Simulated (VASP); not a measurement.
Input of a VASP 6.6.1 run:

Contents of INCAR:

```
SYSTEM = ZrCo2P17
PREC = Accurate
ENCUT = 400
EDIFF = 1E-6
ISMEAR = -1
SIGMA = 0.1267
LREAL = Auto
LASPH = .True.
NELM = 120
ALGO = Normal
ISIF = 2
LWAVE = .False.
LCHARG = .False.
GGA = PE
ISYM = -1
NBANDS = 74
GGA_COMPAT = .False.
```

File KPOINTS:

```
explicit points
1
Reciprocal
  0.25000000   0.25000000   0.25000000 1
```

Contents of POSCAR:

```
ZrCo2P17
1.0
    6.2302900000     -0.0420620000     -0.1372180000
   -0.0420620000      6.5845580000     -0.0758190000
   -0.1372180000     -0.0758190000      6.5099230000
P Co Zr
17 2 1
Direct
    0.1327182396      0.7802806529      0.0743193783
    0.4698280271      0.0067222611      0.0421162489
    0.6287756194      0.6413244340      0.7768154723
    0.3046192635      0.8966657236      0.6428806523
    0.6199855306      0.9413540740      0.4219083235
    0.8631401987      0.1080285846      0.2738769707
    0.7938510611      0.4188197780      0.4464205109
    0.2460875114      0.5160155662      0.4792003562
    0.7091432128      0.8039265138      0.0697948528
    0.4595676761      0.3678946512      0.9278193247
    0.2218045641      0.2738873913      0.2271313266
    0.5174554879      0.5734619387      0.2735486300
    0.5253485932      0.2632544514      0.5744733037
    0.7853474751      0.1071963757      0.7289395484
    0.9591233053      0.7783955876      0.7351620222
    0.0730138967      0.7800176967      0.3897130554
    0.1654514904      0.1466998716      0.9128924505
    0.2292530817      0.5604729124      0.7738239216
    0.0663963031      0.2535254900      0.5962296047
    0.8818800587      0.3866014024      0.9948788257
```

Potentials or basis: VASP PAW PBE potentials, release 64 (P, Co, Zr_sv).

Launch:

```bash
$ cat potpaw_PBE.64/P/POTCAR potpaw_PBE.64/Co/POTCAR potpaw_PBE.64/Zr_sv/POTCAR > POTCAR
$ mpirun -np 1 vasp_std > vasp.out
```

Question: Estimate the pressure.

Answer: 21.3 GPa.

Question: Predict the largest force.

Answer: 4.571 eV/Å.

Question: What does it give for the band gap on the k mesh?

Answer: Zero (an odd number of electrons rules out a gap without spin polarisation).

Forces in eV/Å, atoms in the order of the input:
```
P    1.066 -0.663 -1.336
P   -1.726  0.822  0.831
P    0.484  0.767 -0.266
P    0.470  0.529 -0.010
P   -2.094 -0.112  0.643
P    2.242  1.478 -0.095
P   -0.229  0.488 -0.666
P    0.221 -0.308 -3.088
P    1.636 -3.433  0.539
P    1.182 -0.015  0.278
P   -0.395 -0.560  1.951
P    0.598  1.117 -1.441
P   -1.364 -1.443 -0.230
P    0.681 -1.437  0.296
P   -0.627  0.000 -0.408
P   -0.919  0.232  0.644
P   -0.538 -0.064 -2.150
Co  -0.771  2.292  3.879
Co   0.206 -0.923 -0.397
Zr  -0.123  1.231  1.024
```

Caveat: the atoms stand as in a frame of molecular dynamics; the run has no spin polarisation, though such a crystal can be magnetic. Spin polarisation is off, so any magnetic state and its effect on volume and gap are missing.
